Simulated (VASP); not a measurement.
A run of VASP 6.6.1 is set up as follows.

POSCAR

```
Ba
1.0
    3.9086616050      0.0000000000      0.0000000000
    0.0000000000      3.9086616050      0.0000000000
    0.0000000000      0.0000000000      3.9086616050
Ba
1
Direct
    0.0000000000      0.0000000000      0.0000000000
```

Contents of INCAR.step1:

```
ALGO = Normal
EDIFF = 1E-4
ENCUT = 520
GGA = PE
ISMEAR = -1
LASPH = T
LCHARG = F
LREAL = F
LWAVE = T
NBANDS = 11
NELM = 100
PREC = Accurate
SIGMA = 0.1
```

Contents of INCAR.step2:

```
ALGO = Normal
EDIFF = 1E-7
ENCUT = 520
ISIF = 2
ISMEAR = -1
ISTART = 1
LASPH = T
LCHARG = T
LELF = T
LMIXTAU = T
LREAL = F
LVHAR = T
LWAVE = F
METAGGA = R2SCAN
NBANDS = 11
NELM = 100
PREC = Accurate
SIGMA = 0.1
```

Contents of KPOINTS:

```
k-points
0
Gamma
  9 9 9
```

Potentials or basis: VASP PAW PBE potentials, release 64 (Ba_sv).

Command:

```console
$ cat potpaw_PBE.64/Ba_sv/POTCAR > POTCAR
$ cp INCAR.step1 INCAR
$ mpirun -np 1 vasp_std > vasp.out
$ cp INCAR.step2 INCAR
$ mpirun -np 1 vasp_std > vasp.out
```

Problem. Estimate the pressure.

Solution. 0.2 GPa.

Problem. Estimate the band gap on the k mesh.

Solution. 0.16 eV, direct.

Caveat: the PAW data sets were made with another functional, which shifts forces and pressure a little; spin-orbit coupling is left out, which moves the levels of the heavy elements. A k mesh can miss the band edges.
